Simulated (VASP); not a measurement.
Runs of VASP 6.6.1 on Be. The structure is that of space group Fm-3m (No. 225), or close to it. The cells are those of the table. 

| task | cell | k mesh | cutoff (eV) | gap on the mesh (eV) | pressure (GPa) |
| --- | --- | --- | --- | --- | --- |
| single point | a = 1.849 Å, angles 60.0°, 1 atom | 25 × 25 × 25 | 520 | none | (a) |
| relaxation of cell and atoms | relaxed to 160 GPa from a = 1.850 Å, angles 60.0°, 1 atom | 25 × 25 × 25 | 600 | none | 160.0 |
| single point | a = 1.850 Å, angles 60.0°, 1 atom | 25 × 25 × 25 | 520 | none | 161.9 |
| relaxation of cell and atoms | relaxed from a = 2.202 Å, angles 60.0°, 1 atom | 22 × 22 × 22 | 600 | none | -0.1 |
| single point | a = 2.197 Å, angles 60.0°, 1 atom | 22 × 22 × 22 | 520 | none | 0.5 |
| relaxation of cell and atoms | relaxed to 160 GPa from a = 1.854 Å, angles 60.0°, 1 atom | 25 × 25 × 25 | 600 | none | 160.0 |

Alike in all rows: level LDA; potentials or basis VASP PAW LDA potentials, release 64 (Be); no spin polarisation; smearing fermi-dirac 0.05 eV.

**Question.** Estimate the missing entries.

**Answer.** (a) 162.3.

Caveats: the cell is relaxed towards a set pressure, so the enthalpy falls and the energy may rise (some runs).

A gap of «none» marks levels without a gap at the run's occupations.
